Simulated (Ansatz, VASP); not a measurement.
## Two plane-wave programs on HRh6

File INCAR:

```
SYSTEM = HRh6
  PREC = Accurate
  ENCUT = 520
  EDIFF = 1E-7
  ISMEAR = 0
  SIGMA = 0.1
  LREAL = .False.
  LASPH = .True.
  NELM = 60
  ALGO = Normal
  ISIF = 2
  LWAVE = .False.
  LCHARG = .True.
  LDIPOL = .True.
  IDIPOL = 3
  DIPOL = 0.5 0.5 0.301
  GGA = PE
  LELF = .True.
  LVHAR = .True.
  LVACPOTAV = .True.
  NBANDS = 104
```

The input KPOINTS:

```
Automatic mesh
0
Gamma
  5 5 1
  0 0 0
```

Contents of POSCAR:

```
HRh6
1.0
    5.4163401145      0.0000000000      0.0000000000
    0.0000000000      5.4163401145      0.0000000000
    0.0000000000      0.0000000000     21.6737367085
Rh H
12 2
Direct
    0.2500000000      0.2500000000      0.1845551625
    0.2500000000      0.7500000000      0.1845551625
    0.7500000000      0.2500000000      0.1845551625
    0.7500000000      0.7500000000      0.1845551625
    0.0000000000      0.0000000000      0.2693761947
    0.0000000000      0.5000000000      0.2693761947
    0.5000000000      0.0000000000      0.2693761947
    0.5000000000      0.5000000000      0.2693761947
    0.2500000000      0.2500000000      0.3540569313
    0.2500000000      0.7500000000      0.3540569313
    0.7500000000      0.2500000000      0.3540569313
    0.7500000000      0.7500000000      0.3540569313
    0.4151641163      0.5000000000      0.4924733032
    0.5848358837      0.5000000000      0.4924733032
```

Input for Ansatz:

```yaml
crystal:
  lattice:
    - [5.4163401145, 0.0, 0.0]
    - [0.0, 5.4163401145, 0.0]
    - [0.0, 0.0, 21.6737367085]
  atoms:
    - { symbol: Rh, position: [0.25, 0.25, 0.1845551625] }
    - { symbol: Rh, position: [0.25, 0.75, 0.1845551625] }
    - { symbol: Rh, position: [0.75, 0.25, 0.1845551625] }
    - { symbol: Rh, position: [0.75, 0.75, 0.1845551625] }
    - { symbol: Rh, position: [0.0, 0.0, 0.2693761947] }
    - { symbol: Rh, position: [0.0, 0.5, 0.2693761947] }
    - { symbol: Rh, position: [0.5, 0.0, 0.2693761947] }
    - { symbol: Rh, position: [0.5, 0.5, 0.2693761947] }
    - { symbol: Rh, position: [0.25, 0.25, 0.3540569313] }
    - { symbol: Rh, position: [0.25, 0.75, 0.3540569313] }
    - { symbol: Rh, position: [0.75, 0.25, 0.3540569313] }
    - { symbol: Rh, position: [0.75, 0.75, 0.3540569313] }
    - { symbol: H, position: [0.4151641163, 0.5, 0.4924733032] }
    - { symbol: H, position: [0.5848358837, 0.5, 0.4924733032] }
basis:
  ecutwfc: 420
kpoints:
  mp_grid: { grid: [5, 5, 1] }
hamiltonian:
  xc: pbe
scf:
  occupations: { method: gaussian, width: 0.1 }
output:
  forces: true
  eigenvalues: true
efield:
  axis: 3
  dipole_correction: true
  ramp_width: 0.04
```

Alike in both runs: task single point; functional PBE; k mesh 5 × 5 × 1; occupations gaussian, width 0.1 eV; no spin polarisation.

|  | VASP | Ansatz |
| --- | --- | --- |
| version | VASP 6.6.1 | Ansatz 0.2.0 |
| potentials or method | VASP PAW PBE potentials, release 64 (Rh_pv, H), cutoff 520 eV | scalar-relativistic, plane waves, PAW |
| valence electrons in the cell | 182 | 206 |

|  | VASP | Ansatz | Ansatz less VASP |
| --- | --- | --- | --- |
| gap on the k mesh at the Fermi level (eV) | none | none | - |
| rms of the force components (eV/Å) | 0.751 | 0.751 | +0.0001 |
| work function, face that differs most (eV) | 4.92 | 4.92 | +0.001 |

Atom by atom the forces differ by 0.001 eV/Å (rms over components). A gap of «none» marks a metal or a gap that the smearing closes. The functional is the same, so the differences come from potentials, cutoffs and numerics. VASP's potentials hold 182 valence electrons a cell and Ansatz's 206, so a difference there can come from the potentials and not from the codes.
